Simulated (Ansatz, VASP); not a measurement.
**CsBr in VASP and in Ansatz**

```xyz
2
Lattice="4.3226 0.0000 0.0000 0.0000 4.3226 0.0000 0.0000 0.0000 4.3226" Properties=species:S:1:pos:R:3 pbc="T T T"
Cs    0.0000    0.0000    0.0000
Br    2.1613    2.1613    2.1613
```

Alike in both runs: task single point; functional r2SCAN; k mesh 6 × 6 × 6; no spin polarisation.

```csv
,VASP,Ansatz
version,VASP 6.6.1,Ansatz 0.2.0
potentials or method,"VASP PAW PBE potentials, release 64 (Cs_sv, Br)","PAW with Ansatz's default frozen-core files, scalar-relativistic"
plane-wave cutoff (eV),550,500
occupations,"gaussian, width 0.01 eV",fixed
valence electrons in the cell,16,16
```

```csv
,VASP,Ansatz,Ansatz less VASP
gap on the k mesh at the Fermi level (eV),5.18,5.19,+0.017
pressure (GPa),0.1,0.0,-0.05
```

VASP's potentials were made for PBE, not for r2SCAN.

Spin-orbit coupling is off throughout.
